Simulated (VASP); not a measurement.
# Cu in VASP: single point with LDA

Aim: the single point of Cu with LDA.

Program: VASP 6.6.1. These are calculated values, not measurements. Logs are shortened: lines on timing, memory, paths and dates and some standing lists are left out, and cuts for length are marked.

## (1) The cell of the first run

The cell holds a slab with vacuum, 15 atoms: a = 2.556 Å, b = 2.556 Å, c = 45.218 Å, α = 90.00°, β = 90.00°, γ = 120.00°.

## (2) Single point, LDA

INCAR

```
ALGO = Normal ; DIPOL = 0.5 0.5 0.500
EDIFF = 1E-6 ; ENCUT = 520
GGA = CA ; GGA_COMPAT = F
IDIPOL = 3 ; ISIF = 2
ISMEAR = 0 ; LASPH = T
LCHARG = F ; LDIPOL = T
LREAL = F ; LWAVE = F
NBANDS = 96 ; NELM = 120
NELMDL = -8 ; PREC = Accurate
SIGMA = 0.05
```

KPOINTS

```
k-points
0
Gamma
  16 16 1
```

POSCAR

```
Cu
1.0
    2.5560000000      0.0000000000      0.0000000000
   -1.2780000000      2.2135609321      0.0000000000
    0.0000000000      0.0000000000     45.2180000000
Cu
15
Direct
    0.0000000000      0.0000000000      0.1769206953
    0.3333333333      0.6666666667      0.2230748817
    0.6666666667      0.3333333333      0.2692290681
    0.0000000000      0.0000000000      0.3153832545
    0.3333333333      0.6666666667      0.3615374408
    0.6666666667      0.3333333333      0.4076916272
    0.0000000000      0.0000000000      0.4538458136
    0.3333333333      0.6666666667      0.5000000000
    0.6666666667      0.3333333333      0.5461541864
    0.0000000000      0.0000000000      0.5923083728
    0.3333333333      0.6666666667      0.6384625592
    0.6666666667      0.3333333333      0.6846167455
    0.0000000000      0.0000000000      0.7307709319
    0.3333333333      0.6666666667      0.7769251183
    0.6666666667      0.3333333333      0.8230793047
```

Potentials or basis: VASP PAW LDA potentials, release 64 (Cu).

Launch:

```bash
cat potpaw_LDA.64/Cu/POTCAR > POTCAR
mpirun -np 1 vasp_std > vasp.out
```

OUTCAR:

```text
EDIFF = 1E-6
   ENCUT = 520
   GGA = CA
   ISIF = 2
   ISMEAR = 0
   LASPH = T
   LREAL = F
   NELM = 120
   NELMDL = -8
   PREC = Accurate

 ion  position               nearest neighbor table
   1  0.000  0.000  0.177-   2 2.56   2 2.56   2 2.56
   2  0.333  0.667  0.223-   1 2.56   3 2.56   3 2.56   1 2.56   1 2.56   3 2.56
   3  0.667  0.333  0.269-   4 2.56   2 2.56   2 2.56   4 2.56   4 2.56   2 2.56
   4  0.000  0.000  0.315-   5 2.56   5 2.56   5 2.56   3 2.56   3 2.56   3 2.56
   5  0.333  0.667  0.362-   4 2.56   4 2.56   4 2.56   6 2.56   6 2.56   6 2.56
   6  0.667  0.333  0.408-   7 2.56   5 2.56   5 2.56   7 2.56   7 2.56   5 2.56
   7  0.000  0.000  0.454-   6 2.56   8 2.56   6 2.56   8 2.56   6 2.56   8 2.56
   8  0.333  0.667  0.500-   7 2.56   9 2.56   9 2.56   7 2.56   7 2.56   9 2.56
   9  0.667  0.333  0.546-  10 2.56   8 2.56   8 2.56  10 2.56  10 2.56   8 2.56
  10  0.000  0.000  0.592-   9 2.56  11 2.56   9 2.56  11 2.56   9 2.56  11 2.56
  11  0.333  0.667  0.638-  12 2.56  12 2.56  12 2.56  10 2.56  10 2.56  10 2.56
  12  0.667  0.333  0.685-  11 2.56  11 2.56  11 2.56  13 2.56  13 2.56  13 2.56
  13  0.000  0.000  0.731-  12 2.56  14 2.56  12 2.56  14 2.56  12 2.56  14 2.56
  14  0.333  0.667  0.777-  13 2.56  15 2.56  15 2.56  13 2.56  13 2.56  15 2.56
  15  0.667  0.333  0.823-  14 2.56  14 2.56  14 2.56

  LATTYP: Found a hexagonal cell.
 ALAT       =     2.5560000000
 C/A-ratio  =    17.6909233177

  Lattice vectors:

 A1 = (   2.5560000000,   0.0000000000,   0.0000000000)
 A2 = (  -1.2780000000,   2.2135609321,   0.0000000000)
 A3 = (   0.0000000000,   0.0000000000,  45.2180000000)

Analysis of symmetry for initial positions (statically):
=====================================================================
 Subroutine PRICEL returns:
 Original cell was already a primitive cell.

 Routine SETGRP: Setting up the symmetry group for a
 hexagonal supercell.

 Subroutine GETGRP returns: Found 12 space group operations
 (whereof  6 operations were pure point group operations)
 out of a pool of 24 trial point group operations.

The static configuration has the point symmetry C_3v.
 The point group associated with its full space group is D_3d.

Analysis of symmetry for dynamics (positions and initial velocities):
=====================================================================
 Subroutine PRICEL returns:
 Original cell was already a primitive cell.

 Routine SETGRP: Setting up the symmetry group for a
 hexagonal supercell.

 Subroutine GETGRP returns: Found 12 space group operations
 (whereof  6 operations were pure point group operations)
 out of a pool of 24 trial point group operations.

The dynamic configuration has the point symmetry C_3v.
 The point group associated with its full space group is D_3d.

 Subroutine INISYM returns: Found 12 space group operations
 (whereof  6 operations are pure point group operations),
 and found     1 'primitive' translations

----------------------------------------------------------------------------------------

                                     Primitive cell

  volume of cell :     255.8372

  direct lattice vectors                    reciprocal lattice vectors
     2.556000000  0.000000000  0.000000000     0.391236307  0.225880387  0.000000000
    -1.278000000  2.213560932  0.000000000     0.000000000  0.451760774  0.000000000
     0.000000000  0.000000000 45.218000000     0.000000000  0.000000000  0.022115087

  length of vectors
     2.556000000  2.556000000 45.218000000     0.451760774  0.451760774  0.022115087

  position of ions in fractional coordinates (direct lattice)
     0.000000000  0.000000000  0.176920695
     0.333333333  0.666666667  0.223074882
     0.666666667  0.333333333  0.269229068
     0.000000000  0.000000000  0.315383254
     0.333333333  0.666666667  0.361537441
     0.666666667  0.333333333  0.407691627
     0.000000000  0.000000000  0.453845814
     0.333333333  0.666666667  0.500000000
     0.666666667  0.333333333  0.546154186
     0.000000000  0.000000000  0.592308373
     0.333333333  0.666666667  0.638462559
     0.666666667  0.333333333  0.684616746
     0.000000000  0.000000000  0.730770932
     0.333333333  0.666666667  0.776925118
     0.666666667  0.333333333  0.823079305

  ion indices of the primitive-cell ions
   primitive index   ion index
[... 41 lines left out ...]

 Following reciprocal coordinates:
            Coordinates               Weight
  0.000000  0.000000  0.000000      1.000000
  0.062500  0.000000  0.000000      6.000000
  0.125000  0.000000  0.000000      6.000000
  0.187500 -0.000000  0.000000      6.000000
  0.250000  0.000000  0.000000      6.000000
  0.312500  0.000000  0.000000      6.000000
[... 16 lines left out ...]
  0.187500  0.187500  0.000000      6.000000
  0.250000  0.187500  0.000000     12.000000
 [... further k-points ...]
   k-points           NKPTS =     30   k-points in BZ     NKDIM =     30   number of bands    NBANDS=     96
   number of dos      NEDOS =    301   number of ions     NIONS =     15
   total plane-waves  NPLWV = 134400
   dimension x,y,z NGX =    20 NGY =   20 NGZ =  336
   dimension x,y,z NGXF=    40 NGYF=   40 NGZF=  672
   ions per type =              15
   NGX,Y,Z   is equivalent  to a cutoff of  13.01, 13.01, 12.35 a.u.
   NGXF,Y,Z  is equivalent  to a cutoff of  26.02, 26.02, 24.71 a.u.
 SYSTEM =  unknown system
   PREC   = accura    normal or accurate (medium, high low for compatibility)
   ISTART =      0    job   : 0-new  1-cont  2-samecut
   ICHARG =      2    charge: 1-file 2-atom 10-const
   ISPIN  =      1    spin polarized calculation?
   LNONCOLLINEAR =      F non collinear calculations
   LSORBIT =      F    spin-orbit coupling
   LASPH  =      T    aspherical Exc in radial PAW
   ENCUT  =  520.0 eV  38.22 Ry    6.18 a.u.   4.75  4.75 84.08*2*pi/ulx,y,z
   NELM   =    120;   NELMIN=  2; NELMDL= -8     # of ELM steps
   EDIFF  = 0.1E-05   stopping-criterion for ELM
   LREAL  =      F    real-space projection
   EDIFFG = 0.1E-04   stopping-criterion for IOM
   NSW    =      0    number of steps for IOM
   IBRION =     -1    ionic relax: 0-MD 1-quasi-New 2-CG
   NFREE  =      0    steps in history (QN), initial steepest desc. (CG)
   ISIF   =      2    stress and relaxation
   ISYM   =      2    0-nonsym 1-usesym 2-fastsym
   POTIM  = 0.5000    time-step for ionic-motion
   TEBEG  =    0.0;   TEEND  =   0.0 temperature during run
   PSTRESS=    0.0 pullay stress
   NELECT =     165.0000    total number of electrons
   NUPDOWN=      -1.0000    fix difference up-down
   EMIN   =  10.00;   EMAX   =-10.00  energy-range for DOS
   EFERMI =   0.00;   METHOD = LEGACY
   ISMEAR =     0;   SIGMA  =   0.05  broadening in eV -4-tet -1-fermi 0-gaus
   EFERMI_NEDOS =   21; number of points for ismear=-14 and -15
   IALGO  =     38    algorithm
   IMIX   =      4    mixing-type and parameters
     AMIX     =   0.40;   BMIX     =  1.00
     AMIX_MAG =   1.60;   BMIX_MAG =  1.00
  volume/ion in A,a.u.               =      17.06       115.10
  Fermi-wavevector in a.u.,A,eV,Ry     =   1.414430  2.672886 27.219998  2.000613
  Thomas-Fermi vector in A             =   2.535973
   LORBIT       =      0    0 simple, 1 ext, 2 COOP (PROOUT), +10 PAW based schemes
   GGA     = CA    functional components
   LHFCALC =     F    Hartree Fock is set to
   AEXX    =    0.0000 exact exchange contribution
   IVDW    =     0    specifies the selected vdW correction
   LEPSILON=     F    determine dielectric tensor
   LRPA    =     F    only Hartree local field effects (RPA)
 non-spin polarized calculation
 Gauss-broadening in eV      SIGMA  =   0.05
  energy-cutoff  :      520.00
  volume of cell :      255.84
 maximum number of plane-waves:      6937
 NGX is ok and might be reduce to    20
   NGX =  9   NGY =  9   NGZ =169

 dipolmoment           0.000000      0.000000      0.000000 electrons x Angstroem

 number of electron     165.0000006 magnetization

 dipolmoment           0.000000      0.000000     -0.000008 electrons x Angstroem

 Free energy of the ion-electron system (eV)
  ---------------------------------------------------
  ext. energy  EPLUGINS =         0.00000000
  ---------------------------------------------------
  free energy    TOTEN  =       -68.84316059 eV

  energy without entropy =      -68.83777487  energy(sigma->0) =      -68.84046773

 E-fermi :   3.4779     XC(G=0):  -9.5177

 val. band max:        3.4768707413   @ k =   0.1250   0.0000   0.0000
 cond. band min:       3.5056571250   @ k =   0.1875   0.1875   0.0000
 fundamental gap:      0.0287863837
 Fermi energy:         3.4779089330

 k-point     1 :       0.0000    0.0000    0.0000
  band No.  band energies     occupation
      1      -5.8016      2.00000
      2      -5.6842      2.00000
      3      -5.4917      2.00000
      4      -5.2327      2.00000
      5      -4.9101      2.00000
      6      -4.5142      2.00000
[... 2317 lines left out ...]
     93      10.4335      0.00000
     94      10.5577      0.00000

 [... further k-points ...]

 [bands above 94 left out]

------------------------ aborting loop because EDIFF is reached ----------------------------------------

 vacuum level on the upper side and lower side of the slab       (xc-potential included)        -0.338        -0.338

  FORCE on cell =-STRESS in cart. coord.  units (eV):
  Direction    XX          YY          ZZ          XY          YZ          ZX
  --------------------------------------------------------------------------------------
  -------------------------------------------------------------------------------------
  Total      -14.2060385    -14.2060385    -12.8810636      0.0000000      0.0000000      0.0000000
  in kB      -88.9651449    -88.9651449    -80.6675057      0.0000000      0.0000000      0.0000000
  external PRESSURE =     -86.1992652 kB  Pullay stress =       0.0000000 kB

 VOLUME and BASIS-vectors are now :
 -----------------------------------------------------------------------------
  energy-cutoff  :      520.00
  volume of cell :      255.84
      direct lattice vectors                 reciprocal lattice vectors
     2.556000000  0.000000000  0.000000000     0.391236307  0.225880387  0.000000000
    -1.278000000  2.213560932  0.000000000     0.000000000  0.451760774  0.000000000
     0.000000000  0.000000000 45.218000000     0.000000000  0.000000000  0.022115087

 POSITION                                       TOTAL-FORCE (eV/Angst)
 -----------------------------------------------------------------------------------
      0.00000      0.00000      8.00000        -0.000000     -0.000000      0.481069
     -0.00000      1.47571     10.08700         0.000000     -0.000000     -0.030478
      1.27800      0.73785     12.17400         0.000000     -0.000000     -0.007139
      0.00000      0.00000     14.26100        -0.000000     -0.000000     -0.031922
     -0.00000      1.47571     16.34800        -0.000000      0.000000      0.001414
      1.27800      0.73785     18.43500        -0.000000      0.000000      0.011176
      0.00000      0.00000     20.52200         0.000000      0.000000     -0.005869
     -0.00000      1.47571     22.60900         0.000000     -0.000000     -0.000000
      1.27800      0.73785     24.69600        -0.000000     -0.000000      0.005869
      0.00000      0.00000     26.78300         0.000000     -0.000000     -0.011176
     -0.00000      1.47571     28.87000         0.000000     -0.000000     -0.001414
      1.27800      0.73785     30.95700         0.000000     -0.000000      0.031922
      0.00000      0.00000     33.04400        -0.000000      0.000000      0.007139
     -0.00000      1.47571     35.13100        -0.000000      0.000000      0.030478
      1.27800      0.73785     37.21800         0.000000     -0.000000     -0.481069
 -----------------------------------------------------------------------------------
    total drift:                                0.000000     -0.000000     -0.001335

  FREE ENERGIE OF THE ION-ELECTRON SYSTEM (eV)
  ---------------------------------------------------
  free  energy   TOTEN  =       -68.8431605941 eV

  energy  without entropy=      -68.8377748684  energy(sigma->0) =      -68.84046773

 vacuum level on the upper side and lower side of the slab         8.388         8.388
```

Wall time 17 min (1 thread of AMD EPYC 9R45 (Zen 5), shared host); peak memory 0.56 GiB.

What came out:

| Property | Result |
| --- | --- |
| Free energy | -68.8432 eV |
| Largest force | 0.481 eV/Å |
| Band gap on the k mesh | zero (an odd number of electrons rules out a gap without spin polarisation) |

Forces on the atoms (eV/Å):
```
Cu   0.000  0.000  0.481
Cu   0.000  0.000 -0.030
Cu   0.000  0.000 -0.007
Cu   0.000  0.000 -0.032
Cu   0.000  0.000  0.001
Cu   0.000  0.000  0.011
Cu   0.000  0.000 -0.006
Cu   0.000  0.000  0.000
Cu   0.000  0.000  0.006
Cu   0.000  0.000 -0.011
Cu   0.000  0.000 -0.001
Cu   0.000  0.000  0.032
Cu   0.000  0.000  0.007
Cu   0.000  0.000  0.030
Cu   0.000  0.000 -0.481
```

The gap in the log of VASP goes by the Fermi energy; the results here count the filled bands.